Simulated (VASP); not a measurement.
# TiN (Fm-3m) in VASP: single point with LDA

Aim: the single point of TiN with LDA.

Program: VASP 6.6.1. These are calculated values, not measurements. Logs are shortened: lines on timing, memory, paths and dates and some standing lists are left out, and cuts for length are marked.

### Step 1. The cell of the first run

The structure is cubic, space group Fm-3m (No. 225). The conventional cell has a = 4.172 Å, b = 4.172 Å, c = 4.172 Å, α = 90.00°, β = 90.00°, γ = 90.00°. Ti (site symmetry m-3m) has 6 N at 2.09 Å within 2.8 Å. N (site symmetry m-3m) has 6 Ti at 2.09 Å within 2.8 Å.

### Step 2. Single point, LDA

File INCAR:

```
SYSTEM = TiN
PREC = Accurate ; ENCUT = 910
EDIFF = 1E-6 ; ISMEAR = 0
SIGMA = 0.1 ; LREAL = .False.
LASPH = .True. ; NELM = 120
ALGO = Normal ; ISIF = 2
LWAVE = .False. ; LCHARG = .True.
GGA = CA ; LELF = .True.
LVHAR = .True. ; NBANDS = 16
GGA_COMPAT = .False.
```

File KPOINTS:

```
Automatic mesh
0
Gamma
  16 16 16
  0 0 0
```

File POSCAR:

```
TiN
1.0
    0.0000000000      2.0858163209      2.0858163209
    2.0858163209      0.0000000000      2.0858163209
    2.0858163209      2.0858163209      0.0000000000
Ti N
1 1
Direct
    0.0000000000      0.0000000000      0.0000000000
    0.5000000000      0.5000000000      0.5000000000
```

Potentials or basis: VASP PAW LDA potentials, release 64 (Ti_sv, N_h).

Run with:

```bash
$ cat potpaw_LDA.64/Ti_sv/POTCAR potpaw_LDA.64/N_h/POTCAR > POTCAR
$ mpirun -np 1 vasp_std > vasp.out
```

OUTCAR:

```text
SYSTEM = TiN
   PREC = Accurate
   ENCUT = 910
   EDIFF = 1E-6
   ISMEAR = 0
   LREAL = .False.
   LASPH = .True.
   NELM = 120
   ISIF = 2
   GGA = CA

 ion  position               nearest neighbor table
   1  0.000  0.000  0.000-   2 2.09   2 2.09   2 2.09   2 2.09   2 2.09   2 2.09
   2  0.500  0.500  0.500-   1 2.09   1 2.09   1 2.09   1 2.09   1 2.09   1 2.09

  LATTYP: Found a face centered cubic cell.
 ALAT       =     4.1716326418

  Lattice vectors:

 A1 = (   0.0000000000,   2.0858163209,   2.0858163209)
 A2 = (   2.0858163209,   0.0000000000,   2.0858163209)
 A3 = (   2.0858163209,   2.0858163209,   0.0000000000)

Analysis of symmetry for initial positions (statically):
=====================================================================
 Subroutine PRICEL returns:
 Original cell was already a primitive cell.

 Routine SETGRP: Setting up the symmetry group for a
 face centered cubic supercell.

 Subroutine GETGRP returns: Found 48 space group operations
 (whereof 48 operations were pure point group operations)
 out of a pool of 48 trial point group operations.

The static configuration has the point symmetry O_h .

Analysis of symmetry for dynamics (positions and initial velocities):
=====================================================================
 Subroutine PRICEL returns:
 Original cell was already a primitive cell.

 Routine SETGRP: Setting up the symmetry group for a
 face centered cubic supercell.

 Subroutine GETGRP returns: Found 48 space group operations
 (whereof 48 operations were pure point group operations)
 out of a pool of 48 trial point group operations.

The dynamic configuration has the point symmetry O_h .

 Subroutine INISYM returns: Found 48 space group operations
 (whereof 48 operations are pure point group operations),
 and found     1 'primitive' translations

----------------------------------------------------------------------------------------

                                     Primitive cell

  volume of cell :      18.1492

  direct lattice vectors                    reciprocal lattice vectors
     0.000000000  2.085816321  2.085816321    -0.239714300  0.239714300  0.239714300
     2.085816321  0.000000000  2.085816321     0.239714300 -0.239714300  0.239714300
     2.085816321  2.085816321  0.000000000     0.239714300  0.239714300 -0.239714300

  length of vectors
     2.949789730  2.949789730  2.949789730     0.415197347  0.415197347  0.415197347

  position of ions in fractional coordinates (direct lattice)
[... 75 lines left out ...]
   LSORBIT =      F    spin-orbit coupling
   LASPH  =      T    aspherical Exc in radial PAW
   ENCUT  =  910.0 eV  66.88 Ry    8.18 a.u.   7.26  7.26  7.26*2*pi/ulx,y,z
   NELM   =    120;   NELMIN=  2; NELMDL= -5     # of ELM steps
   EDIFF  = 0.1E-05   stopping-criterion for ELM
   LREAL  =      F    real-space projection
   EDIFFG = 0.1E-04   stopping-criterion for IOM
   NSW    =      0    number of steps for IOM
   IBRION =     -1    ionic relax: 0-MD 1-quasi-New 2-CG
   NFREE  =      0    steps in history (QN), initial steepest desc. (CG)
   ISIF   =      2    stress and relaxation
   ISYM   =      2    0-nonsym 1-usesym 2-fastsym
   POTIM  = 0.5000    time-step for ionic-motion
   TEBEG  =    0.0;   TEEND  =   0.0 temperature during run
   PSTRESS=    0.0 pullay stress
   NELECT =      17.0000    total number of electrons
   NUPDOWN=      -1.0000    fix difference up-down
   EMIN   =  10.00;   EMAX   =-10.00  energy-range for DOS
   EFERMI =   0.00;   METHOD = LEGACY
   ISMEAR =     0;   SIGMA  =   0.10  broadening in eV -4-tet -1-fermi 0-gaus
   EFERMI_NEDOS =   21; number of points for ismear=-14 and -15
   IALGO  =     38    algorithm
   IMIX   =      4    mixing-type and parameters
     AMIX     =   0.40;   BMIX     =  1.00
     AMIX_MAG =   1.60;   BMIX_MAG =  1.00
  volume/ion in A,a.u.               =       9.07        61.24
  Fermi-wavevector in a.u.,A,eV,Ry     =   1.601788  3.026941 34.908812  2.565725
  Thomas-Fermi vector in A             =   2.698711
   LORBIT       =      0    0 simple, 1 ext, 2 COOP (PROOUT), +10 PAW based schemes
   GGA     = CA    functional components
   LHFCALC =     F    Hartree Fock is set to
   AEXX    =    0.0000 exact exchange contribution
   IVDW    =     0    specifies the selected vdW correction
   LEPSILON=     F    determine dielectric tensor
   LRPA    =     F    only Hartree local field effects (RPA)
 non-spin polarized calculation
 Gauss-broadening in eV      SIGMA  =   0.10
  energy-cutoff  :      910.00
  volume of cell :       18.15
 maximum number of plane-waves:      1158
 NGX is ok and might be reduce to    30
   NGX = 15   NGY = 15   NGZ = 15

 number of electron      16.9999999 magnetization

 Free energy of the ion-electron system (eV)
  ---------------------------------------------------
  ext. energy  EPLUGINS =         0.00000000
  ---------------------------------------------------
  free energy    TOTEN  =       -21.67738153 eV

  energy without entropy =      -21.67241101  energy(sigma->0) =      -21.67489627

 E-fermi :  12.2563     XC(G=0): -13.6660

 val. band max:       12.2540748459   @ k =  -0.1875   0.0625   0.0000
 cond. band min:      12.2591072682   @ k =   0.4375   0.1875   0.0625
 fundamental gap:      0.0050324223
 Fermi energy:        12.2563154262

 k-point     1 :       0.0000    0.0000    0.0000
  band No.  band energies     occupation
      1     -44.8174      2.00000
      2     -21.1325      2.00000
      3     -21.1325      2.00000
      4     -21.1325      2.00000
      5      -4.8765      2.00000
      6      10.1964      2.00000
[... 433 lines left out ...]
      3     -21.1521      2.00000
      4     -21.1334      2.00000
      5      -4.6547      2.00000
      6       9.0715      2.00000
[... 8 lines left out ...]
     15      25.7901      0.00000
     16      31.9827      0.00000

 [... further k-points ...]
[... 5 lines left out ...]
  --------------------------------------------------------------------------------------
  -------------------------------------------------------------------------------------
  Total        0.0971607      0.0971607      0.0971607      0.0000000      0.0000000      0.0000000
  in kB        8.5771505      8.5771505      8.5771505      0.0000000      0.0000000      0.0000000
  external PRESSURE =       8.5771505 kB  Pullay stress =       0.0000000 kB

 VOLUME and BASIS-vectors are now :
 -----------------------------------------------------------------------------
  energy-cutoff  :      910.00
  volume of cell :       18.15
      direct lattice vectors                 reciprocal lattice vectors
     0.000000000  2.085816321  2.085816321    -0.239714300  0.239714300  0.239714300
     2.085816321  0.000000000  2.085816321     0.239714300 -0.239714300  0.239714300
     2.085816321  2.085816321  0.000000000     0.239714300  0.239714300 -0.239714300

 POSITION                                       TOTAL-FORCE (eV/Angst)
 -----------------------------------------------------------------------------------
      0.00000      0.00000      0.00000         0.000000     -0.000000      0.000000
      2.08582      2.08582      2.08582        -0.000000      0.000000     -0.000000
 -----------------------------------------------------------------------------------
    total drift:                               -0.000000      0.000000      0.000000

  FREE ENERGIE OF THE ION-ELECTRON SYSTEM (eV)
  ---------------------------------------------------
  free  energy   TOTEN  =       -21.6773815309 eV

  energy  without entropy=      -21.6724110138  energy(sigma->0) =      -21.67489627
```

stdout:

```text
POSCAR found type information on POSCAR TiN
 POSCAR found :  2 types and       2 ions
 scaLAPACK will be used
 LDA part: xc-table for (Slater(with rela. corr.)+CA(PZ))
 , standard interpolation
 POSCAR, INCAR and KPOINTS ok, starting setup
 FFT: planning ... GRIDC
 FFT: planning ... GRID_SOFT
 FFT: planning ... GRID
 WAVECAR not read
 entering main loop
```

Wall time 50 s (1 thread of AMD EPYC 9R45 (Zen 5), shared host); peak memory 0.19 GiB.

What came out:

```
Free energy            : -21.6774 eV
Pressure               : 0.9 GPa
Band gap on the k mesh : zero (an odd number of electrons rules out a gap without spin polarisation)
```

Caveat: the cutoff is under 1.25 times the usual one of these potentials, so pressure, stress and relaxed cells hold a basis-set (Pulay) error.
